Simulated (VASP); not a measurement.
Runs of VASP 6.6.1 on PtSe2 (Sudovikovite). The structure is that of space group P-3m1 (No. 164), or close to it. The cells are those of the table. 

```tsv
task	cell	cutoff (eV)	gap on the mesh (eV)	pressure (GPa)	largest force (eV/Å)
relaxation of cell and atoms	relaxed to 5 GPa from a = 3.724, b = 3.724, c = 5.062 Å, angles 90.0, 90.0, 120.0°, 3 atoms	600	none	5.0	0.01
relaxation of cell and atoms	relaxed to 20 GPa from a = 3.724, b = 3.724, c = 5.062 Å, angles 90.0, 90.0, 120.0°, 3 atoms	600	none	20.0	0.01
single point	a = 3.649, b = 3.649, c = 4.257 Å, angles 90.0, 90.0, 120.0°, 3 atoms	520	none	(a)	(b)
single point	a = 3.718, b = 3.718, c = 4.534 Å, angles 90.0, 90.0, 120.0°, 3 atoms	520	none	5.1	0.02
single point	a = 3.692, b = 3.692, c = 4.420 Å, angles 90.0, 90.0, 120.0°, 3 atoms	520	none	10.2	0.02
relaxation of cell and atoms	relaxed from a = 3.724, b = 3.724, c = 5.062 Å, angles 90.0, 90.0, 120.0°, 3 atoms	600	none	0.0	-
relaxation of cell and atoms	relaxed to 10 GPa from a = 3.724, b = 3.724, c = 5.062 Å, angles 90.0, 90.0, 120.0°, 3 atoms	600	none	10.0	0.01
single point	a = 3.748, b = 3.748, c = 4.709 Å, angles 90.0, 90.0, 120.0°, 3 atoms	520	none	0.1	0.02
```

Alike in all rows: level PBEsol+D4; potentials or basis VASP PAW PBE potentials, release 64 (Pt, Se); no spin polarisation; k mesh 9 × 9 × 6; smearing fermi-dirac 0.15 eV.

Q: Estimate the missing entries.

A: (a) 20.3; (b) 0.03.

Caveats: the PAW data sets were made with another functional, which shifts forces and pressure a little; spin-orbit coupling is left out, which moves the levels of the heavy elements; pairwise dispersion overbinds metals, which lowers pressure and volume; the cell is relaxed towards a set pressure, so the enthalpy falls and the energy may rise (some runs).

A k mesh can miss the band edges, and the runs leave out spin-orbit coupling on Pt, Se.

A gap of «none» marks levels without a gap at the run's occupations.
